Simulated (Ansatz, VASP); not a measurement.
## Two plane-wave programs on MoS2

```xyz
6
Lattice="3.1096 0.0000 0.0000 -1.5548 2.6930 0.0000 0.0000 0.0000 12.5566" Properties=species:S:1:pos:R:3 pbc="T T T"
Mo    0.0000    1.7953    3.1391
Mo    1.5548    0.8977    9.4174
S     1.5548    0.8977    4.7162
S     1.5548    0.8977    1.5621
S     0.0000    1.7953   10.9945
S     0.0000    1.7953    7.8404
```

Change from the starting cell: epitaxial_xy strain -2.0%.

Alike in both runs: task single point; functional r2SCAN; k mesh 12 × 12 × 2; no spin polarisation.

|  | VASP | Ansatz |
| --- | --- | --- |
| version | VASP 6.6.1 | Ansatz 0.2.0 |
| potentials or method | VASP PAW PBE potentials, release 64 (Mo_sv, S) | plane waves, PAW |
| plane-wave cutoff (eV) | 520 | 500 |
| occupations | gaussian, width 0.01 eV | fixed |
| valence electrons in the cell | 52 | 52 |

Ansatz gave:

```
gap on the k mesh at the Fermi level (eV)                     : 1.14
pressure (GPa)                                                : 5.3
traceless stress, the component that is largest in VASP (GPa) : -4.25
rms of the force components (eV/Å)                            : 0.026
```

Question: Estimate VASP's values.

Answer: gap on the k mesh at the Fermi level (eV): 1.16; pressure (GPa): 5.4; traceless stress, the component that is largest in VASP (GPa): -4.32; rms of the force components (eV/Å): 0.024.

VASP's potentials were made for PBE, not for r2SCAN. Atom by atom the forces differ by 0.002 eV/Å (rms over components).
